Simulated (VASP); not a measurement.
# NiO (Fm-3m) in VASP: further runs, part 2 of 2

VASP 6.6.1. Earlier steps stand in the parts before.

## Step 4: Single point, PBE, collinear spin, ferromagnetic start

This run uses another cell than the first one, of 8.87 Å³/atom, 1.085 times its volume.

INCAR reads:

```
SYSTEM = NiO
PREC = Accurate
ENCUT = 520
EDIFF = 1E-6
ISMEAR = -1
SIGMA = 0.05
LREAL = .False.
LASPH = .True.
NELM = 150
ALGO = Normal
ISIF = 2
LWAVE = .False.
LCHARG = .False.
ISPIN = 2
MAGMOM = 1 0
LORBIT = 11
LMAXMIX = 4
GGA = PE
NBANDS = 19
```

KPOINTS reads:

```
Automatic mesh
0
Gamma
  11 11 11
  0 0 0
```

POSCAR reads:

```
NiO
1.0
    0.0000000000      2.0697486115      2.0697486115
    2.0697486115      0.0000000000      2.0697486115
    2.0697486115      2.0697486115      0.0000000000
Ni O
1 1
Direct
    0.0000000000      0.0000000000      0.0000000000
    0.5000000000      0.5000000000      0.5000000000
```

Potentials or basis: VASP PAW PBE potentials, release 64 (Ni, O).

Launch:

```
$ cat potpaw_PBE.64/Ni/POTCAR potpaw_PBE.64/O/POTCAR > POTCAR
$ mpirun -np 1 vasp_std > vasp.out
```

OUTCAR:

```text
SYSTEM = NiO
   PREC = Accurate
   ENCUT = 520
   EDIFF = 1E-6
   ISMEAR = -1
   LREAL = .False.
   LASPH = .True.
   NELM = 150
   ISIF = 2
   ISPIN = 2
   LORBIT = 11
   GGA = PE

 ion  position               nearest neighbor table
   1  0.000  0.000  0.000-   2 2.07   2 2.07   2 2.07   2 2.07   2 2.07   2 2.07
   2  0.500  0.500  0.500-   1 2.07   1 2.07   1 2.07   1 2.07   1 2.07   1 2.07

  LATTYP: Found a face centered cubic cell.
 ALAT       =     4.1394972230

  Lattice vectors:

 A1 = (   0.0000000000,   2.0697486115,   2.0697486115)
 A2 = (   2.0697486115,   0.0000000000,   2.0697486115)
 A3 = (   2.0697486115,   2.0697486115,   0.0000000000)

Analysis of symmetry for initial positions (statically):
=====================================================================
 Subroutine PRICEL returns:
 Original cell was already a primitive cell.

 Routine SETGRP: Setting up the symmetry group for a
 face centered cubic supercell.

 Subroutine GETGRP returns: Found 48 space group operations
 (whereof 48 operations were pure point group operations)
[... 720 lines left out ...]
  band No.  band energies     occupation
      1     -11.9754      1.00000
      2       5.6004      1.00000
      3       5.6004      1.00000
      4       5.6004      1.00000
      5       6.4052      1.00000
      6       6.4053      1.00000
[... 517 lines left out ...]
     18      40.0246      0.00000
     19      41.0190      0.00000

 [... further k-points ...]
[... 5 lines left out ...]
  --------------------------------------------------------------------------------------
  -------------------------------------------------------------------------------------
  Total        1.0536432      1.0536432      1.0536432     -0.0000000      0.0000000     -0.0000000
  in kB       95.1965788     95.1965788     95.1965788     -0.0000000      0.0000000     -0.0000000
  external PRESSURE =      95.1965788 kB  Pullay stress =       0.0000000 kB

 VOLUME and BASIS-vectors are now :
 -----------------------------------------------------------------------------
  energy-cutoff  :      520.00
  volume of cell :       17.73
      direct lattice vectors                 reciprocal lattice vectors
     0.000000000  2.069748612  2.069748612    -0.241575232  0.241575232  0.241575232
     2.069748612  0.000000000  2.069748612     0.241575232 -0.241575232  0.241575232
     2.069748612  2.069748612  0.000000000     0.241575232  0.241575232 -0.241575232

 POSITION                                       TOTAL-FORCE (eV/Angst)
 -----------------------------------------------------------------------------------
      0.00000      0.00000      0.00000        -0.000000      0.000000     -0.000000
      2.06975      2.06975      2.06975         0.000000     -0.000000      0.000000
 -----------------------------------------------------------------------------------
    total drift:                                0.000000     -0.000000     -0.000000

  FREE ENERGIE OF THE ION-ELECTRON SYSTEM (eV)
  ---------------------------------------------------
  free  energy   TOTEN  =       -11.4541994395 eV

  energy  without entropy=      -11.4424899989  energy(sigma->0) =      -11.44834472

 total charge

# of ion       s       p       d       tot
------------------------------------------
    1        0.340   0.424   8.282   9.046
    2        1.558   3.430   0.000   4.988
--------------------------------------------------
tot          1.898   3.854   8.282  14.033

 magnetization (x)

# of ion       s       p       d       tot
------------------------------------------
    1        0.012   0.015   1.287   1.314
    2        0.028   0.203   0.000   0.231
--------------------------------------------------
tot          0.039   0.218   1.287   1.545
```

stdout:

```text
POSCAR found type information on POSCAR NiO
 POSCAR found :  2 types and       2 ions
 scaLAPACK will be used
 LDA part: xc-table for (Slater+PW92), standard interpolation
 POSCAR, INCAR and KPOINTS ok, starting setup
 FFT: planning ... GRIDC
 FFT: planning ... GRID_SOFT
 FFT: planning ... GRID
 WAVECAR not read
 entering main loop
```

Wall time 29 s (1 thread of Intel Xeon Platinum 8259CL at 2.50GHz (Skylake/Cascade Lake), shared host); peak memory 0.17 GiB.

What came out:

```
Free energy                                           : -11.4542 eV
Pressure                                              : 9.5 GPa
Net moment                                            : 1.58 μB per cell
Site moments                                          : Ni +1.31; O +0.23 μB
Valence electrons inside the program's atomic spheres : Ni 9.05; O 4.99
```

Levels at points of the mesh, in eV from the Fermi level:
Spin up:
| k point | band 5 | band 6 | band 7 | band 8 | band 9 | band 10 | band 11 | band 12 | band 13 | band 14 |
| --- | --- | --- | --- | --- | --- | --- | --- | --- | --- | --- |
| (0.00, 0.00, 0.00) | -3.06 | -3.06 | -2.67 | -2.67 | -2.67 | 1.64 | 17.89 | 19.10 | 19.10 | 19.10 |
Spin down:
```
           k point  band 4  band 5  band 6  band 7  band 8  band 9  band 10  band 11
(0.00, 0.00, 0.00)   -2.74   -1.93   -1.93   -1.93   -0.76   -0.76     1.96    17.84
```

Caveat: a cell with one magnetic atom can't hold antiferromagnetic order, which such compounds often take; semilocal functionals often make such compounds metallic where correlation or magnetic order opens a gap, which also shifts bond lengths. With open d or f shells a metallic result of PBE can be an artefact of self-interaction; +U or a hybrid may open a gap.

## Step 5: Single point, PBE, collinear spin, ferromagnetic start

This run uses another cell than the first one, of 9.08 Å³/atom, 1.111 times its volume.

INCAR reads:

```
  ALGO = Normal
  EDIFF = 1E-7
  ENCUT = 520
  GGA = PE
  ISIF = 2
  ISMEAR = -1
  ISPIN = 2
  LASPH = True
  LCHARG = False
  LMAXMIX = 4
  LORBIT = 11
  LREAL = False
  LWAVE = False
  MAGMOM = 2.5 0
  NBANDS = 19
  NELM = 150
  PREC = Accurate
  SIGMA = 0.05
```

KPOINTS reads:

```
k-points
0
Gamma
  11 11 11
```

POSCAR reads:

```
NiO
1.0
    0.0000000000      2.0859016414      2.0859016414
    2.0859016414      0.0000000000      2.0859016414
    2.0859016414      2.0859016414      0.0000000000
Ni O
1 1
Direct
    0.0000000000      0.0000000000      0.0000000000
    0.5000000000      0.5000000000      0.5000000000
```

Launch:

```
$ cat potpaw_PBE.64/Ni/POTCAR potpaw_PBE.64/O/POTCAR > POTCAR
$ mpirun -np 1 vasp_std > vasp.out
```

Run time: 30 s. Hardware: 1 thread of Intel Xeon Platinum 8259CL at 2.50GHz (Skylake/Cascade Lake), shared host; peak memory 0.17 GiB.

Results (log left out):

* Free energy: -11.4737 eV
* Pressure: 5.1 GPa
* Net moment: 1.67 μB per cell
* Site moments: Ni +1.38; O +0.25 μB
* Valence electrons inside the program's atomic spheres: Ni 9.00; O 4.98

Levels at points of the mesh, in eV from the Fermi level:
Spin up:
```tsv
k point	band 5	band 6	band 7	band 8	band 9	band 10	band 11	band 12	band 13	band 14
(0.00, 0.00, 0.00)	-3.03	-3.03	-2.62	-2.62	-2.62	1.55	17.86	18.95	18.95	18.95
```
Spin down:
```tsv
k point	band 3	band 4	band 5	band 6	band 7	band 8	band 9	band 10	band 11	band 12
(0.00, 0.00, 0.00)	-2.55	-2.55	-1.85	-1.85	-1.85	-0.64	-0.64	1.88	17.80	19.16
```

Caveat: a cell with one magnetic atom can't hold antiferromagnetic order, which such compounds often take; semilocal functionals often make such compounds metallic where correlation or magnetic order opens a gap, which also shifts bond lengths.

## Step 6: Single point, PBE, collinear spin, ferromagnetic start

This run uses another cell than the first one, of 9.11 Å³/atom, 1.115 times its volume.

INCAR reads:

```
SYSTEM = NiO
  PREC = Accurate
  ENCUT = 520
  EDIFF = 1E-6
  ISMEAR = -1
  SIGMA = 0.05
  LREAL = .False.
  LASPH = .True.
  NELM = 150
  ALGO = Normal
  ISIF = 2
  LWAVE = .False.
  LCHARG = .False.
  ISPIN = 2
  MAGMOM = 1 0
  LORBIT = 11
  LMAXMIX = 4
  GGA = PE
  NBANDS = 19
```

KPOINTS reads:

```
Automatic mesh
0
Gamma
  11 11 11
  0 0 0
```

POSCAR reads:

```
NiO
1.0
    0.0000000000      2.0885581211      2.0885581211
    2.0885581211      0.0000000000      2.0885581211
    2.0885581211      2.0885581211      0.0000000000
Ni O
1 1
Direct
    0.0000000000      0.0000000000      0.0000000000
    0.5000000000      0.5000000000      0.5000000000
```

Potentials or basis: VASP PAW PBE potentials, release 64 (Ni, O).

Launch:

```
$ cat potpaw_PBE.64/Ni/POTCAR potpaw_PBE.64/O/POTCAR > POTCAR
$ mpirun -np 1 vasp_std > vasp.out
```

OUTCAR:

```text
SYSTEM = NiO
   PREC = Accurate
   ENCUT = 520
   EDIFF = 1E-6
   ISMEAR = -1
   LREAL = .False.
   LASPH = .True.
   NELM = 150
   ISIF = 2
   ISPIN = 2
   LORBIT = 11
   GGA = PE

 ion  position               nearest neighbor table
   1  0.000  0.000  0.000-   2 2.09   2 2.09   2 2.09   2 2.09   2 2.09   2 2.09
   2  0.500  0.500  0.500-   1 2.09   1 2.09   1 2.09   1 2.09   1 2.09   1 2.09

  LATTYP: Found a face centered cubic cell.
 ALAT       =     4.1771162422

  Lattice vectors:

 A1 = (   0.0000000000,   2.0885581211,   2.0885581211)
 A2 = (   2.0885581211,   0.0000000000,   2.0885581211)
 A3 = (   2.0885581211,   2.0885581211,   0.0000000000)

Analysis of symmetry for initial positions (statically):
=====================================================================
 Subroutine PRICEL returns:
 Original cell was already a primitive cell.

 Routine SETGRP: Setting up the symmetry group for a
 face centered cubic supercell.

 Subroutine GETGRP returns: Found 48 space group operations
 (whereof 48 operations were pure point group operations)
 out of a pool of 48 trial point group operations.

The static configuration has the point symmetry O_h .

Analysis of symmetry for dynamics (positions and initial velocities):
=====================================================================
 Subroutine PRICEL returns:
 Original cell was already a primitive cell.

 Routine SETGRP: Setting up the symmetry group for a
 face centered cubic supercell.

 Subroutine GETGRP returns: Found 48 space group operations
 (whereof 48 operations were pure point group operations)
 out of a pool of 48 trial point group operations.

The dynamic configuration has the point symmetry O_h .

Analysis of structural, dynamic, and magnetic symmetry:
=====================================================================
 Subroutine PRICEL returns:
 Original cell was already a primitive cell.

[... 149 lines left out ...]
  ext. energy  EPLUGINS =         0.00000000
  ---------------------------------------------------
  free energy    TOTEN  =       -11.47577711 eV

  energy without entropy =      -11.46421022  energy(sigma->0) =      -11.46999366

 E-fermi :   7.8911     XC(G=0): -12.6775

 val. band max:        7.8776559106   @ k =   0.4545   0.3636   0.0000
 cond. band min:       7.8920353840   @ k =  -0.4545   0.4545   0.0000
 fundamental gap:      0.0143794733
 Fermi energy:         7.8911394454

 spin component 1

 k-point     1 :       0.0000    0.0000    0.0000
  band No.  band energies     occupation
      1     -12.4797      1.00000
      2       4.8154      1.00000
      3       4.8155      1.00000
      4       4.8901      1.00000
      5       4.8901      1.00000
      6       4.8901      1.00000
[... 517 lines left out ...]
     18      38.7942      0.00000
     19      39.9206      0.00000

 [... further k-points ...]

 spin component 2

 k-point     1 :       0.0000    0.0000    0.0000
  band No.  band energies     occupation
      1     -12.0660      1.00000
      2       5.3687      1.00000
      3       5.3687      1.00000
      4       5.3688      1.00000
      5       6.0562      1.00000
      6       6.0564      1.00000
[... 517 lines left out ...]
     18      39.1917      0.00000
     19      40.1705      0.00000

 [... further k-points ...]

------------------------ aborting loop because EDIFF is reached ----------------------------------------

  FORCE on cell =-STRESS in cart. coord.  units (eV):
  Direction    XX          YY          ZZ          XY          YZ          ZX
  --------------------------------------------------------------------------------------
  -------------------------------------------------------------------------------------
  Total        0.5038284      0.5038284      0.5038284      0.0000000      0.0000000      0.0000000
  in kB       44.3020202     44.3020202     44.3020202      0.0000000      0.0000000      0.0000000
  external PRESSURE =      44.3020202 kB  Pullay stress =       0.0000000 kB

 VOLUME and BASIS-vectors are now :
 -----------------------------------------------------------------------------
  energy-cutoff  :      520.00
  volume of cell :       18.22
      direct lattice vectors                 reciprocal lattice vectors
     0.000000000  2.088558121  2.088558121    -0.239399610  0.239399610  0.239399610
     2.088558121  0.000000000  2.088558121     0.239399610 -0.239399610  0.239399610
     2.088558121  2.088558121  0.000000000     0.239399610  0.239399610 -0.239399610

 POSITION                                       TOTAL-FORCE (eV/Angst)
 -----------------------------------------------------------------------------------
      0.00000      0.00000      0.00000         0.000000      0.000000      0.000000
      2.08856      2.08856      2.08856        -0.000000     -0.000000      0.000000
 -----------------------------------------------------------------------------------
    total drift:                                0.000000     -0.000000     -0.000000

  FREE ENERGIE OF THE ION-ELECTRON SYSTEM (eV)
  ---------------------------------------------------
  free  energy   TOTEN  =       -11.4757771078 eV

  energy  without entropy=      -11.4642102180  energy(sigma->0) =      -11.46999366

 total charge

# of ion       s       p       d       tot
------------------------------------------
    1        0.331   0.404   8.253   8.988
    2        1.557   3.420   0.000   4.977
--------------------------------------------------
tot          1.888   3.824   8.253  13.965

 magnetization (x)

# of ion       s       p       d       tot
------------------------------------------
    1        0.012   0.015   1.366   1.393
    2        0.028   0.224   0.000   0.252
--------------------------------------------------
tot          0.039   0.239   1.366   1.645
```

It took 29 s on 1 thread of Intel Xeon Platinum 8259CL at 2.50GHz (Skylake/Cascade Lake), shared host; peak memory 0.17 GiB.

What came out:

```
Free energy                                           : -11.4758 eV
Pressure                                              : 4.4 GPa
Net moment                                            : 1.69 μB per cell
Site moments                                          : Ni +1.39; O +0.25 μB
Valence electrons inside the program's atomic spheres : Ni 8.99; O 4.98
```

Levels at points of the mesh, in eV from the Fermi level:
Spin up:
```csv
k point,band 7,band 8,band 9,band 10,band 11,band 12
"(0.00, 0.00, 0.00)",-2.62,-2.62,-2.62,1.53,17.85,18.93
```
Spin down:
| k point | band 4 | band 5 | band 6 | band 7 | band 8 | band 9 | band 10 | band 11 |
| --- | --- | --- | --- | --- | --- | --- | --- | --- |
| (0.00, 0.00, 0.00) | -2.52 | -1.83 | -1.83 | -1.83 | -0.62 | -0.62 | 1.87 | 17.79 |

Caveat: a cell with one magnetic atom can't hold antiferromagnetic order, which such compounds often take; semilocal functionals often make such compounds metallic where correlation or magnetic order opens a gap, which also shifts bond lengths.

## Step 7: Overview

| cell | gap on the mesh (eV) | pressure (GPa) | moment (μB) |
| --- | --- | --- | --- |
| a = 2.848 Å, angles 60.0°, 2 atoms | none | 25.8 | 0.63 |
| a = 2.884 Å, angles 60.0°, 2 atoms | none | 19.5 | 1.42 |
| a = 2.927 Å, angles 60.0°, 2 atoms | none | 9.5 | 1.58 |
| a = 2.950 Å, angles 60.0°, 2 atoms | none | 5.1 | 1.67 |
| a = 2.954 Å, angles 60.0°, 2 atoms | none | 4.4 | 1.69 |

Alike in all rows: task single point; level PBE; potentials or basis VASP PAW PBE potentials, release 64 (Ni, O); spin collinear, ferromagnetic start; k mesh 11 × 11 × 11; cutoff (eV) 520; smearing fermi-dirac 0.05 eV.

Caveats: a cell with one magnetic atom can't hold antiferromagnetic order, which such compounds often take; semilocal functionals often make such compounds metallic where correlation or magnetic order opens a gap, which also shifts bond lengths.

Absolute energies hang on the potentials; compare differences alone.
